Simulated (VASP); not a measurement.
# HfSi2 in VASP: single point with PBE

Aim: the single point of HfSi2 with PBE.

Everything below comes from runs of VASP 6.6.1. Logs are shortened: lines on timing, memory, paths and dates and some standing lists are left out, and cuts for length are marked.

### 1 The cell of the first run

The cell holds a slab with vacuum, 12 atoms: a = 3.659 Å, b = 3.683 Å, c = 28.010 Å, α = 90.00°, β = 90.00°, γ = 90.00°.

### 2 Single point, PBE

File INCAR:

```
SYSTEM = HfSi2
PREC = Accurate
ENCUT = 520
EDIFF = 1E-7
ISMEAR = 0
SIGMA = 0.1
LREAL = .False.
LASPH = .True.
NELM = 80
ALGO = Normal
ISIF = 2
LWAVE = .False.
LCHARG = .False.
LDIPOL = .True.
IDIPOL = 3
DIPOL = 0.5 0.5 0.500
GGA = PE
NBANDS = 48
```

File KPOINTS:

```
Automatic mesh
0
Gamma
  10 10 1
  0 0 0
```

File POSCAR:

```
HfSi2
1.0
    3.6590707999      0.0000000000      0.0000000000
    0.0000000000      3.6826381133      0.0000000000
    0.0000000000      0.0000000000     28.0099424660
Si Hf
8 4
Direct
    0.7500000000      0.5000000000      0.2747053490
    0.2500000000      0.5000000000      0.3699307046
    0.7500000000      0.0000000000      0.3703039311
    0.2500000000      0.0000000000      0.4713966242
    0.7500000000      0.0000000000      0.5286033750
    0.2500000000      0.0000000000      0.6296960681
    0.7500000000      0.5000000000      0.6300692942
    0.2500000000      0.5000000000      0.7252946527
    0.2500000000      0.0000000000      0.2953592056
    0.7500000000      0.5000000000      0.4457272774
    0.2500000000      0.5000000000      0.5542727237
    0.7500000000      0.0000000000      0.7046407944
```

Potentials or basis: VASP PAW PBE potentials, release 64 (Si, Hf_pv).

On the command line:

```sh
$ cat potpaw_PBE.64/Si/POTCAR potpaw_PBE.64/Hf_pv/POTCAR > POTCAR
$ mpirun -np 1 vasp_std > vasp.out
```

OUTCAR:

```text
SYSTEM = HfSi2
   PREC = Accurate
   ENCUT = 520
   EDIFF = 1E-7
   ISMEAR = 0
   LREAL = .False.
   LASPH = .True.
   NELM = 80
   ISIF = 2
   GGA = PE

 ion  position               nearest neighbor table
   1  0.750  0.500  0.275-   9 2.66   9 2.66   9 2.66   9 2.66
   2  0.250  0.500  0.370-   3 2.60   3 2.60   3 2.60   3 2.60   9 2.78   9 2.78  10 2.80  10 2.80

   3  0.750  0.000  0.370-   2 2.60   2 2.60   2 2.60   2 2.60   9 2.78   9 2.78  10 2.80  10 2.80

   4  0.250  0.000  0.471-   5 2.43   5 2.43  10 2.69  10 2.69  10 2.69  10 2.69  11 2.96  11 2.96

   5  0.750  0.000  0.529-   4 2.43   4 2.43  11 2.69  11 2.69  11 2.69  11 2.69  10 2.96  10 2.96

   6  0.250  0.000  0.630-   7 2.60   7 2.60   7 2.60   7 2.60  12 2.78  12 2.78  11 2.80  11 2.80

   7  0.750  0.500  0.630-   6 2.60   6 2.60   6 2.60   6 2.60  12 2.78  12 2.78  11 2.80  11 2.80

   8  0.250  0.500  0.725-  12 2.66  12 2.66  12 2.66  12 2.66
   9  0.250  0.000  0.295-   1 2.66   1 2.66   1 2.66   1 2.66   2 2.78   2 2.78   3 2.78   3 2.78

  10  0.750  0.500  0.446-   4 2.69   4 2.69   4 2.69   4 2.69   3 2.80   3 2.80   2 2.80   2 2.80
                             5 2.96   5 2.96  11 3.55  11 3.55
  11  0.250  0.500  0.554-   5 2.69   5 2.69   5 2.69   5 2.69   6 2.80   6 2.80   7 2.80   7 2.80
                             4 2.96   4 2.96  10 3.55  10 3.55
  12  0.750  0.000  0.705-   8 2.66   8 2.66   8 2.66   8 2.66   7 2.78   7 2.78   6 2.78   6 2.78

  LATTYP: Found a simple orthorhombic cell.
 ALAT       =     3.6590707999
 B/A-ratio  =     1.0064407919
 C/A-ratio  =     7.6549331778

  Lattice vectors:

 A1 = (   3.6590707999,   0.0000000000,   0.0000000000)
 A2 = (   0.0000000000,   3.6826381133,   0.0000000000)
 A3 = (   0.0000000000,   0.0000000000,  28.0099424660)

Analysis of symmetry for initial positions (statically):
=====================================================================
 Subroutine PRICEL returns:
 Original cell was already a primitive cell.

 Routine SETGRP: Setting up the symmetry group for a
 simple orthorhombic supercell.

 Subroutine GETGRP returns: Found  8 space group operations
 (whereof  4 operations were pure point group operations)
 out of a pool of  8 trial point group operations.

The static configuration has the point symmetry C_2h.
 The point group associated with its full space group is D_2h.

Analysis of symmetry for dynamics (positions and initial velocities):
=====================================================================
 Subroutine PRICEL returns:
 Original cell was already a primitive cell.

 Routine SETGRP: Setting up the symmetry group for a
 simple orthorhombic supercell.

 Subroutine GETGRP returns: Found  8 space group operations
 (whereof  4 operations were pure point group operations)
 out of a pool of  8 trial point group operations.

The dynamic configuration has the point symmetry C_2h.
 The point group associated with its full space group is D_2h.

 Subroutine INISYM returns: Found  8 space group operations
 (whereof  4 operations are pure point group operations),
 and found     1 'primitive' translations

----------------------------------------------------------------------------------------

                                     Primitive cell

  volume of cell :     377.4349

  direct lattice vectors                    reciprocal lattice vectors
     3.659070800  0.000000000  0.000000000     0.273293427  0.000000000  0.000000000
     0.000000000  3.682638113  0.000000000     0.000000000  0.271544466  0.000000000
     0.000000000  0.000000000 28.009942466     0.000000000  0.000000000  0.035701608

  length of vectors
     3.659070800  3.682638113 28.009942466     0.273293427  0.271544466  0.035701608

  position of ions in fractional coordinates (direct lattice)
     0.750000000  0.500000000  0.274705349
     0.250000000  0.500000000  0.369930705
     0.750000000  0.000000000  0.370303931
     0.250000000  0.000000000  0.471396624
     0.750000000  0.000000000  0.528603375
     0.250000000  0.000000000  0.629696068
     0.750000000  0.500000000  0.630069294
     0.250000000  0.500000000  0.725294653
     0.250000000  0.000000000  0.295359206
     0.750000000  0.500000000  0.445727277
[... 32 lines left out ...]

  Length of vectors
     0.027329343  0.027154447  0.035701608

  Shift w.r.t. Gamma in fractional coordinates (k-lattice)
     0.000000000  0.000000000  0.000000000

 Subroutine IBZKPT returns following result:
 ===========================================

 Found     36 irreducible k-points:

 Following reciprocal coordinates:
            Coordinates               Weight
  0.000000  0.000000  0.000000      1.000000
  0.100000  0.000000  0.000000      2.000000
  0.200000  0.000000  0.000000      2.000000
  0.300000  0.000000  0.000000      2.000000
  0.400000  0.000000  0.000000      2.000000
  0.500000  0.000000  0.000000      1.000000
[... 16 lines left out ...]
  0.400000  0.300000  0.000000      4.000000
  0.500000  0.300000  0.000000      2.000000
 [... further k-points ...]
   k-points           NKPTS =     36   k-points in BZ     NKDIM =     36   number of bands    NBANDS=     48
   number of dos      NEDOS =    301   number of ions     NIONS =     12
   total plane-waves  NPLWV = 164640
   dimension x,y,z NGX =    28 NGY =   28 NGZ =  210
   dimension x,y,z NGXF=    56 NGYF=   56 NGZF=  420
   ions per type =               8   4
   NGX,Y,Z   is equivalent  to a cutoff of  12.72, 12.64, 12.46 a.u.
   NGXF,Y,Z  is equivalent  to a cutoff of  25.44, 25.28, 24.93 a.u.
 SYSTEM =  HfSi2
   PREC   = accura    normal or accurate (medium, high low for compatibility)
   ISTART =      0    job   : 0-new  1-cont  2-samecut
   ICHARG =      2    charge: 1-file 2-atom 10-const
   ISPIN  =      1    spin polarized calculation?
   LNONCOLLINEAR =      F non collinear calculations
   LSORBIT =      F    spin-orbit coupling
   LASPH  =      T    aspherical Exc in radial PAW
   ENCUT  =  520.0 eV  38.22 Ry    6.18 a.u.   6.80  6.85 52.08*2*pi/ulx,y,z
   NELM   =     80;   NELMIN=  2; NELMDL= -5     # of ELM steps
   EDIFF  = 0.1E-06   stopping-criterion for ELM
   LREAL  =      F    real-space projection
   EDIFFG = 0.1E-05   stopping-criterion for IOM
   NSW    =      0    number of steps for IOM
   IBRION =     -1    ionic relax: 0-MD 1-quasi-New 2-CG
   NFREE  =      0    steps in history (QN), initial steepest desc. (CG)
   ISIF   =      2    stress and relaxation
   ISYM   =      2    0-nonsym 1-usesym 2-fastsym
   POTIM  = 0.5000    time-step for ionic-motion
   TEBEG  =    0.0;   TEEND  =   0.0 temperature during run
   PSTRESS=    0.0 pullay stress
   NELECT =      72.0000    total number of electrons
   NUPDOWN=      -1.0000    fix difference up-down
   EMIN   =  10.00;   EMAX   =-10.00  energy-range for DOS
   EFERMI =   0.00;   METHOD = LEGACY
   ISMEAR =     0;   SIGMA  =   0.10  broadening in eV -4-tet -1-fermi 0-gaus
   EFERMI_NEDOS =   21; number of points for ismear=-14 and -15
   IALGO  =     38    algorithm
   IMIX   =      4    mixing-type and parameters
     AMIX     =   0.40;   BMIX     =  1.00
     AMIX_MAG =   1.60;   BMIX_MAG =  1.00
  volume/ion in A,a.u.               =      31.45       212.25
  Fermi-wavevector in a.u.,A,eV,Ry     =   0.942407  1.780890 12.083744  0.888130
  Thomas-Fermi vector in A             =   2.070013
   LORBIT       =      0    0 simple, 1 ext, 2 COOP (PROOUT), +10 PAW based schemes
   GGA     = PE    functional components
   LHFCALC =     F    Hartree Fock is set to
   AEXX    =    0.0000 exact exchange contribution
   IVDW    =     0    specifies the selected vdW correction
   LEPSILON=     F    determine dielectric tensor
   LRPA    =     F    only Hartree local field effects (RPA)
 non-spin polarized calculation
 Gauss-broadening in eV      SIGMA  =   0.10
  energy-cutoff  :      520.00
  volume of cell :      377.43
 maximum number of plane-waves:     10228
 NGX is ok and might be reduce to    28
   NGX = 13   NGY = 13   NGZ =105

 dipolmoment           0.000000      0.000000      0.000000 electrons x Angstroem

 number of electron      71.9999991 magnetization

 dipolmoment           0.000000      0.000000     -0.000000 electrons x Angstroem

 Free energy of the ion-electron system (eV)
  ---------------------------------------------------
  ext. energy  EPLUGINS =         0.00000000
  ---------------------------------------------------
  free energy    TOTEN  =       -87.03422011 eV

  energy without entropy =      -87.01668447  energy(sigma->0) =      -87.02545229

 E-fermi :   2.2464     XC(G=0):  -6.5920

 val. band max:        2.2266543630   @ k =   0.3000   0.3000   0.0000
 cond. band min:       2.2585734498   @ k =   0.2000   0.1000   0.0000
 fundamental gap:      0.0319190868
 Fermi energy:         2.2463938781

 k-point     1 :       0.0000    0.0000    0.0000
  band No.  band energies     occupation
      1     -28.4773      2.00000
      2     -28.3896      2.00000
      3     -28.3717      2.00000
      4     -28.3617      2.00000
      5     -28.3543      2.00000
      6     -28.3232      2.00000
[... 1213 lines left out ...]
     47       5.8703      0.00000
     48       5.8703      0.00000

 [... further k-points ...]

------------------------ aborting loop because EDIFF is reached ----------------------------------------

 vacuum level on the upper side and lower side of the slab       (xc-potential included)        -0.095        -0.095

  FORCE on cell =-STRESS in cart. coord.  units (eV):
  Direction    XX          YY          ZZ          XY          YZ          ZX
  --------------------------------------------------------------------------------------
  -------------------------------------------------------------------------------------
  Total       -1.2970627     -0.9235876     -0.0245904      0.0000000      0.0000000     -0.0000000
  in kB       -5.5059147     -3.9205466     -0.1043842      0.0000000      0.0000000     -0.0000000
  external PRESSURE =      -3.1769485 kB  Pullay stress =       0.0000000 kB

 VOLUME and BASIS-vectors are now :
 -----------------------------------------------------------------------------
  energy-cutoff  :      520.00
  volume of cell :      377.43
      direct lattice vectors                 reciprocal lattice vectors
     3.659070800  0.000000000  0.000000000     0.273293427  0.000000000  0.000000000
     0.000000000  3.682638113  0.000000000     0.000000000  0.271544466  0.000000000
     0.000000000  0.000000000 28.009942466     0.000000000  0.000000000  0.035701608

 POSITION                                       TOTAL-FORCE (eV/Angst)
 -----------------------------------------------------------------------------------
      2.74430      1.84132      7.69448         0.000000      0.000000      0.001348
      0.91477      1.84132     10.36174         0.000000      0.000000     -0.004425
      2.74430      0.00000     10.37219         0.000000      0.000000     -0.004557
      0.91477      0.00000     13.20379        -0.000000      0.000000      0.010164
      2.74430      0.00000     14.80615         0.000000      0.000000     -0.010164
      0.91477      0.00000     17.63775         0.000000      0.000000      0.004557
      2.74430      1.84132     17.64820         0.000000      0.000000      0.004425
      0.91477      1.84132     20.31546        -0.000000      0.000000     -0.001348
      0.91477      0.00000      8.27299         0.000000      0.000000      0.000301
      2.74430      1.84132     12.48480         0.000000      0.000000      0.004824
      0.91477      1.84132     15.52515        -0.000000     -0.000000     -0.004824
      2.74430      0.00000     19.73695         0.000000      0.000000     -0.000301
 -----------------------------------------------------------------------------------
    total drift:                                0.000000     -0.000000     -0.000020

  FREE ENERGIE OF THE ION-ELECTRON SYSTEM (eV)
  ---------------------------------------------------
  free  energy   TOTEN  =       -87.0342201145 eV

  energy  without entropy=      -87.0166844710  energy(sigma->0) =      -87.02545229

 vacuum level on the upper side and lower side of the slab         6.393         6.393
```

It took 16 min on 1 thread of Intel Xeon 6975P-C (Granite Rapids), shared host; peak memory 0.76 GiB.

Results:

```
Free energy            : -87.0342 eV
Largest force          : 0.010 eV/Å
Band gap on the k mesh : zero (band 36 reaches 2.97 eV, above the bottom of band 37 at 1.97 eV)
```

Forces in eV/Å, atoms in the order of the input:
```
Si   0.000  0.000  0.001
Si   0.000  0.000 -0.004
Si   0.000  0.000 -0.005
Si   0.000  0.000  0.010
Si   0.000  0.000 -0.010
Si   0.000  0.000  0.005
Si   0.000  0.000  0.004
Si   0.000  0.000 -0.001
Hf   0.000  0.000  0.000
Hf   0.000  0.000  0.005
Hf   0.000  0.000 -0.005
Hf   0.000  0.000  0.000
```

Levels at points of the mesh, in eV from the Fermi level:
| k point | band 34 | band 35 | band 36 | band 37 | band 38 | band 39 |
| --- | --- | --- | --- | --- | --- | --- |
| (0.00, 0.00, 0.00) | 0.50 | 0.72 | 0.73 | 0.74 | 0.81 | 0.81 |
| (0.50, 0.00, 0.00) | -0.57 | -0.08 | -0.08 | 0.17 | 0.17 | 0.53 |
| (0.00, 0.50, 0.00) | -0.48 | -0.48 | -0.02 | 0.02 | 0.37 | 0.43 |
| (0.50, 0.50, 0.00) | -1.93 | -1.93 | -1.93 | -0.05 | -0.05 | 1.50 |

Caveat: spin-orbit coupling is left out, which moves the levels of the heavy elements.
